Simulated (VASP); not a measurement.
# NdAgO4 (F-43m) in VASP: notebook, part 2 of 2

VASP 6.6.1. Earlier steps stand in the parts before.

**3. Single point, PBE**

This run uses another cell than the first one, of 12.74 Å³/atom.

INCAR

```
SYSTEM = NdAgO4
PREC = Accurate
ENCUT = 600
EDIFF = 1E-6
ISMEAR = 0
SIGMA = 0.1
LREAL = .False.
LASPH = .True.
NELM = 200
ALGO = Normal
ISIF = 2
LWAVE = .False.
LCHARG = .False.
GGA = PE
NBANDS = 32
GGA_COMPAT = .False.
LMAXMIX = 6
```

KPOINTS

```
regular mesh
0
Gamma
  4 4 4
  0 0 0
```

POSCAR

```
NdAgO4
1.0
    0.0000000000      3.3686058300      3.3686058300
    3.3686058300      0.0000000000      3.3686058300
    3.3686058300      3.3686058300      0.0000000000
Nd Ag O
1 1 4
Direct
    0.7500000000      0.7500000000      0.7500000000
    0.0000000000      0.0000000000      0.0000000000
    0.3748045600      0.3748045600      0.8755863300
    0.8755863300      0.3748045600      0.3748045600
    0.3748045600      0.3748045600      0.3748045600
    0.3748045600      0.8755863300      0.3748045600
```

Potentials or basis: VASP PAW PBE potentials, release 64 (Nd_3, Ag, O), 4f in core.

Launch:

```
> cat potpaw_PBE.64/Nd_3/POTCAR potpaw_PBE.64/Ag/POTCAR potpaw_PBE.64/O/POTCAR > POTCAR
> mpirun -np 1 vasp_std > vasp.out
```

OUTCAR:

```text
SYSTEM = NdAgO4
   PREC = Accurate
   ENCUT = 600
   EDIFF = 1E-6
   ISMEAR = 0
   LREAL = .False.
   LASPH = .True.
   NELM = 200
   ISIF = 2
   GGA = PE

 ion  position               nearest neighbor table
   1  0.750  0.750  0.750-   3 2.79   4 2.79   6 2.79   5 2.79   5 2.79   5 2.79   4 2.79   6 2.79
                             6 2.79   3 2.79   4 2.79   3 2.79   2 2.92   2 2.92   2 2.92   2 2.92
   2  0.000  0.000  0.000-   1 2.92   1 2.92   1 2.92   1 2.92
   3  0.375  0.375  0.876-   1 2.79   1 2.79   1 2.79
   4  0.876  0.375  0.375-   1 2.79   1 2.79   1 2.79
   5  0.375  0.375  0.375-   1 2.79   1 2.79   1 2.79
   6  0.375  0.876  0.375-   1 2.79   1 2.79   1 2.79

  LATTYP: Found a face centered cubic cell.
 ALAT       =     6.7372116600

  Lattice vectors:

 A1 = (   0.0000000000,   3.3686058300,   3.3686058300)
 A2 = (   3.3686058300,   0.0000000000,   3.3686058300)
 A3 = (   3.3686058300,   3.3686058300,   0.0000000000)

Analysis of symmetry for initial positions (statically):
=====================================================================
 Subroutine PRICEL returns:
 Original cell was already a primitive cell.

 Routine SETGRP: Setting up the symmetry group for a
 face centered cubic supercell.

 Subroutine GETGRP returns: Found 24 space group operations
 (whereof 24 operations were pure point group operations)
 out of a pool of 48 trial point group operations.

The static configuration has the point symmetry T_d .

Analysis of symmetry for dynamics (positions and initial velocities):
=====================================================================
 Subroutine PRICEL returns:
 Original cell was already a primitive cell.

 Routine SETGRP: Setting up the symmetry group for a
 face centered cubic supercell.

[... 114 lines left out ...]
     AMIX     =   0.40;   BMIX     =  1.00
     AMIX_MAG =   1.60;   BMIX_MAG =  1.00
  volume/ion in A,a.u.               =      12.74        85.99
  Fermi-wavevector in a.u.,A,eV,Ry     =   1.382082  2.611757 25.989190  1.910152
  Thomas-Fermi vector in A             =   2.506807
   LORBIT       =      0    0 simple, 1 ext, 2 COOP (PROOUT), +10 PAW based schemes
   GGA     = PE    functional components
   LHFCALC =     F    Hartree Fock is set to
   AEXX    =    0.0000 exact exchange contribution
   IVDW    =     0    specifies the selected vdW correction
   LEPSILON=     F    determine dielectric tensor
   LRPA    =     F    only Hartree local field effects (RPA)
 non-spin polarized calculation
 Gauss-broadening in eV      SIGMA  =   0.10
  energy-cutoff  :      600.00
  volume of cell :       76.45
 maximum number of plane-waves:      2637
 NGX is ok and might be reduce to    40
   NGX = 19   NGY = 19   NGZ = 19

 number of electron      45.9999998 magnetization

 Free energy of the ion-electron system (eV)
  ---------------------------------------------------
  ext. energy  EPLUGINS =         0.00000000
  ---------------------------------------------------
  free energy    TOTEN  =       -27.97078389 eV

  energy without entropy =      -27.95302487  energy(sigma->0) =      -27.96190438

 E-fermi :   4.2157     XC(G=0): -11.4467

 val. band max:        4.1421634131   @ k =   0.5000   0.0000   0.0000
 cond. band min:       4.2954842204   @ k =  -0.2500   0.5000   0.2500
 fundamental gap:      0.1533208073
 Fermi energy:         4.2156699872

 k-point     1 :       0.0000    0.0000    0.0000
  band No.  band energies     occupation
      1     -33.5205      2.00000
      2     -14.5982      2.00000
      3     -14.5982      2.00000
      4     -14.5982      2.00000
      5     -14.3390      2.00000
      6     -11.8872      2.00000
[... 269 lines left out ...]
     31      11.6868      0.00000
     32      11.9932      0.00000

------------------------ aborting loop because EDIFF is reached ----------------------------------------

  FORCE on cell =-STRESS in cart. coord.  units (eV):
  Direction    XX          YY          ZZ          XY          YZ          ZX
  --------------------------------------------------------------------------------------
  -------------------------------------------------------------------------------------
  Total       -3.5967299     -3.5967299     -3.5967299      0.0000000      0.0000000      0.0000000
  in kB      -75.3768225    -75.3768225    -75.3768225      0.0000000      0.0000000      0.0000000
  external PRESSURE =     -75.3768225 kB  Pullay stress =       0.0000000 kB

 VOLUME and BASIS-vectors are now :
 -----------------------------------------------------------------------------
  energy-cutoff  :      600.00
  volume of cell :       76.45
      direct lattice vectors                 reciprocal lattice vectors
     0.000000000  3.368605830  3.368605830    -0.148429358  0.148429358  0.148429358
     3.368605830  0.000000000  3.368605830     0.148429358 -0.148429358  0.148429358
     3.368605830  3.368605830  0.000000000     0.148429358  0.148429358 -0.148429358

 POSITION                                       TOTAL-FORCE (eV/Angst)
 -----------------------------------------------------------------------------------
      5.05291      5.05291      5.05291         0.000000     -0.000000     -0.000000
      0.00000      0.00000      0.00000         0.000000     -0.000000     -0.000000
      4.21207      4.21207      2.52514        -0.158850     -0.158850      0.158850
      2.52514      4.21207      4.21207         0.158850     -0.158850     -0.158850
      2.52514      2.52514      2.52514         0.158850      0.158850      0.158850
      4.21207      2.52514      4.21207        -0.158850      0.158850     -0.158850
 -----------------------------------------------------------------------------------
    total drift:                               -0.000079     -0.000079     -0.000079

  FREE ENERGIE OF THE ION-ELECTRON SYSTEM (eV)
  ---------------------------------------------------
  free  energy   TOTEN  =       -27.9707838948 eV

  energy  without entropy=      -27.9530248655  energy(sigma->0) =      -27.96190438
```

OSZICAR:

```text
N       E                     dE             d eps       ncg     rms          rms(c)
DAV:   1     0.375862148052E+03    0.37586E+03   -0.26264E+04   512   0.159E+03
DAV:   2    -0.670696257303E+01   -0.38257E+03   -0.35835E+03   592   0.373E+02
DAV:   3    -0.311364648269E+02   -0.24430E+02   -0.23644E+02   672   0.953E+01
DAV:   4    -0.318588324550E+02   -0.72237E+00   -0.72077E+00   704   0.126E+01
DAV:   5    -0.318637497010E+02   -0.49172E-02   -0.49171E-02   608   0.963E-01    0.191E+01
DAV:   6    -0.362604009887E+02   -0.43967E+01   -0.13914E+02   584   0.778E+01    0.289E+01
DAV:   7    -0.292408889844E+02    0.70195E+01   -0.17605E+01   512   0.238E+01    0.950E+00
DAV:   8    -0.282643130420E+02    0.97658E+00   -0.21912E+00   528   0.103E+01    0.422E+00
DAV:   9    -0.279960563084E+02    0.26826E+00   -0.47463E-01   624   0.629E+00    0.174E+00
DAV:  10    -0.279699923062E+02    0.26064E-01   -0.18986E-01   696   0.386E+00    0.320E-01
DAV:  11    -0.279708456172E+02   -0.85331E-03   -0.28557E-02   528   0.132E+00    0.213E-01
DAV:  12    -0.279709026550E+02   -0.57038E-04   -0.30246E-03   624   0.472E-01    0.111E-01
DAV:  13    -0.279708377480E+02    0.64907E-04   -0.82488E-04   560   0.331E-01    0.595E-02
DAV:  14    -0.279707938075E+02    0.43940E-04   -0.16990E-04   544   0.813E-02    0.298E-02
DAV:  15    -0.279707831573E+02    0.10650E-04   -0.46146E-05   560   0.810E-02    0.845E-03
DAV:  16    -0.279707842898E+02   -0.11325E-05   -0.78419E-06   472   0.159E-02    0.465E-03
DAV:  17    -0.279707838948E+02    0.39497E-06   -0.80806E-07   264   0.992E-03
   1 F= -.27970784E+02 E0= -.27961904E+02  d E =-.177590E-01
```

stdout:

```text
POSCAR found type information on POSCAR NdAgO
 POSCAR found :  3 types and       6 ions
 scaLAPACK will be used
 LDA part: xc-table for (Slater+PW92), standard interpolation
 POSCAR, INCAR and KPOINTS ok, starting setup
 FFT: planning ... GRIDC
 FFT: planning ... GRID_SOFT
 FFT: planning ... GRID
 WAVECAR not read
 entering main loop
```

Run time: 18 s. Hardware: 1 thread of Intel Xeon 6975P-C (Granite Rapids), shared host; peak memory 0.25 GiB.

What came out:

```
Free energy            : -27.9708 eV
Pressure               : -7.5 GPa
Largest force          : 0.275 eV/Å
Band gap on the k mesh : zero (bands 23 and 24 overlap by 0.03 eV)
```

Forces on the atoms (eV/Å):
```
Nd   0.000  0.000  0.000
Ag   0.000  0.000  0.000
O   -0.159 -0.159  0.159
O    0.159 -0.159 -0.159
O    0.159  0.159  0.159
O   -0.159  0.159 -0.159
```

Levels at points of the mesh, in eV from the Fermi level:
| k point | band 21 | band 22 | band 23 | band 24 | band 25 | band 26 |
| --- | --- | --- | --- | --- | --- | --- |
| (0.00, 0.00, 0.00) | -0.10 | -0.10 | 0.11 | 0.63 | 0.63 | 0.63 |
| (0.50, 0.00, 0.00) | -1.48 | -1.48 | -0.07 | 0.55 | 0.55 | 1.11 |
| (0.50, 0.50, 0.00) | -1.72 | -1.72 | -1.09 | 0.43 | 0.43 | 2.13 |

Caveat: the k points lie up to 0.40 Å⁻¹ apart; spin-orbit coupling is left out, which moves the levels of the heavy elements; the 4f electrons are frozen in the core, so they carry no moment and show no levels; the run has no spin polarisation, though such a crystal can be magnetic. With open d or f shells a metallic result of PBE can be an artefact of self-interaction; +U or a hybrid may open a gap.

**4. Relaxation of cell and atoms, PBE**

This run uses another cell than the first one, of 12.74 Å³/atom.

INCAR

```
SYSTEM = NdAgO4
  PREC = Accurate
  ENCUT = 600
  EDIFF = 1E-7
  ISMEAR = 0
  SIGMA = 0.1
  LREAL = .False.
  LASPH = .True.
  NELM = 200
  ALGO = Normal
  ISIF = 3
  LWAVE = .False.
  LCHARG = .False.
  GGA = PE
  IBRION = 2
  NSW = 90
  EDIFFG = -0.04
  GGA_COMPAT = .False.
  NELMIN = 4
  LMAXMIX = 6
```

KPOINTS is that of step 3.

POSCAR is that of step 3.

Launch:

```
> cat potpaw_PBE.64/Nd_3/POTCAR potpaw_PBE.64/Ag/POTCAR potpaw_PBE.64/O/POTCAR > POTCAR
> mpirun -np 1 vasp_std > vasp.out
```

It took 58 s on 1 thread of Intel Xeon 6975P-C (Granite Rapids), shared host; peak memory 0.26 GiB.

It converged, with:

* Free energy: -28.1094 eV
* Relaxed volume: 11.90 Å³/atom
* Relaxed cell: a = 4.656 Å, b = 4.656 Å, c = 4.656 Å, α = 60.00°, β = 60.00°, γ = 60.00°
* Space group after relaxing (to 0.1 Å): F-43m (No. 216)
* Energy gained by relaxing: 23.1 meV/atom
* Ionic steps: 5
* Pressure after relaxing: -0.1 GPa
* Largest force after relaxing: 0.026 eV/Å
* Band gap on the k mesh: zero (bands 23 and 24 overlap by 0.23 eV)

Forces on the atoms (eV/Å):
```
Nd   0.000  0.000  0.000
Ag   0.000  0.000  0.000
O   -0.015 -0.015  0.015
O    0.015 -0.015 -0.015
O    0.015  0.015  0.015
O   -0.015  0.015 -0.015
```

The path:
```csv
step,energy change (eV),largest force (eV/Å),pressure (GPa),volume (Å³)
1,0.0000,0.2751,-7.55,76.45
2,-0.1284,0.0349,2.48,70.00
3,-0.1376,0.0924,0.14,71.23
4,-0.1376,0.0969,-0.05,71.33
5,-0.1386,0.0261,-0.12,71.39
```

Final structure:
```
Nd Ag O
1.0
     0.00000    3.29261    3.29261
     3.29261    0.00000    3.29261
     3.29261    3.29261    0.00000
Nd Ag O
1 1 4
Direct
  0.75000 0.75000 0.75000
  0.00000 0.00000 0.00000
  0.37607 0.37607 0.87179
  0.87179 0.37607 0.37607
  0.37607 0.37607 0.37607
  0.37607 0.87179 0.37607
```

Levels at points of the mesh, in eV from the Fermi level:
```tsv
k point	band 19	band 20	band 21	band 22	band 23	band 24	band 25	band 26	band 27
(0.00, 0.00, 0.00)	-2.26	-0.13	-0.13	-0.13	0.31	0.69	0.69	0.69	4.35
(0.50, 0.00, 0.00)	-2.26	-1.81	-1.55	-1.55	-0.09	0.61	0.61	1.17	4.53
(0.50, 0.50, 0.00)	-2.53	-2.45	-1.87	-1.87	-1.21	0.47	0.47	2.30	3.87
```

Caveat: the k points lie up to 0.41 Å⁻¹ apart in the final cell; spin-orbit coupling is left out, which moves the levels of the heavy elements; the 4f electrons are frozen in the core, so they carry no moment and show no levels; the run has no spin polarisation, though such a crystal can be magnetic. Spin polarisation is off, so any magnetic state and its effect on volume and gap are missing.

**5. Summary**

| task | cell | gap on the mesh (eV) | pressure (GPa) | largest force (eV/Å) |
| --- | --- | --- | --- | --- |
| single point | a = 4.660 Å, angles 60.0°, 6 atoms, atomic positions A | none | -0.3 | 0.01 |
| single point | a = 4.764 Å, angles 60.0°, 6 atoms, atomic positions B | none | -7.5 | 0.28 |
| relaxation of cell and atoms | relaxed from a = 4.764 Å, angles 60.0°, 6 atoms, atomic positions B | none | -0.1 | 0.03 |

Alike in all rows: level PBE; potentials or basis VASP PAW PBE potentials, release 64 (Nd_3, Ag, O), 4f in core; no spin polarisation; k mesh 4 × 4 × 4; cutoff (eV) 600; smearing gaussian 0.1 eV.

Caveats: all runs use coarse meshes; spin-orbit coupling is left out, which moves the levels of the heavy elements; the 4f electrons are frozen in the core, so they carry no moment and show no levels; the run has no spin polarisation, though such a crystal can be magnetic.

Total energies depend on the potentials used, so only differences within one code and one set of settings carry meaning.
